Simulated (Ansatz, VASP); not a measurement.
NaCl: VASP beside Ansatz

File INCAR:

```
ALGO = Normal
EDIFF = 1E-6
ENCUT = 520
GGA = PE
ISIF = 2
ISMEAR = 0
LASPH = True
LCHARG = False
LREAL = False
LWAVE = False
NBANDS = 14
NELM = 80
PREC = Accurate
SIGMA = 0.05
```

The input KPOINTS:

```
k-points
0
Gamma
  8 8 8
```

The input POSCAR:

```
NaCl
1.0
    0.0000000000      2.8094794181      2.8094794181
    2.8094794181      0.0000000000      2.8094794181
    2.8094794181      2.8094794181      0.0000000000
Na Cl
1 1
Direct
    0.0000000000      0.0000000000      0.0000000000
    0.5000000000      0.5000000000      0.5000000000
```

Input for Ansatz:

```yaml
crystal:
  lattice:
    - [0.0, 2.8094794181, 2.8094794181]
    - [2.8094794181, 0.0, 2.8094794181]
    - [2.8094794181, 2.8094794181, 0.0]
  atoms:
    - { symbol: Na, position: [0.0, 0.0, 0.0] }
    - { symbol: Cl, position: [0.5, 0.5, 0.5] }
basis:
  ecutwfc: 420
  ecutrho_ratio: 4
kpoints:
  mp_grid: { grid: [8, 8, 8] }
hamiltonian:
  xc: pbe
scf:
  occupations: { method: gaussian, width: 0.05 }
output:
  forces: true
  stress: true
  eigenvalues: true
```

Alike in both runs: task single point; functional PBE; k mesh 8 × 8 × 8; occupations gaussian, width 0.05 eV; no spin polarisation.

|  | VASP | Ansatz |
| --- | --- | --- |
| version | VASP 6.6.1 | Ansatz 0.2.0 |
| potentials or method | VASP PAW PBE potentials, release 64 (Na_pv, Cl), cutoff 520 eV | scalar-relativistic, plane waves, PAW |
| valence electrons in the cell | 14 | 16 |

```tsv
	VASP	Ansatz	Ansatz less VASP
gap on the k mesh at the Fermi level (eV)	5.15	5.15	0.000
least direct gap on the mesh (eV)	5.15	5.15	0.000
pressure (GPa)	1.0	1.1	+0.03
```

The functional is the same, so the differences come from potentials, cutoffs and numerics. VASP's potentials hold 14 valence electrons a cell and Ansatz's 16, so a difference there can come from the potentials and not from the codes.
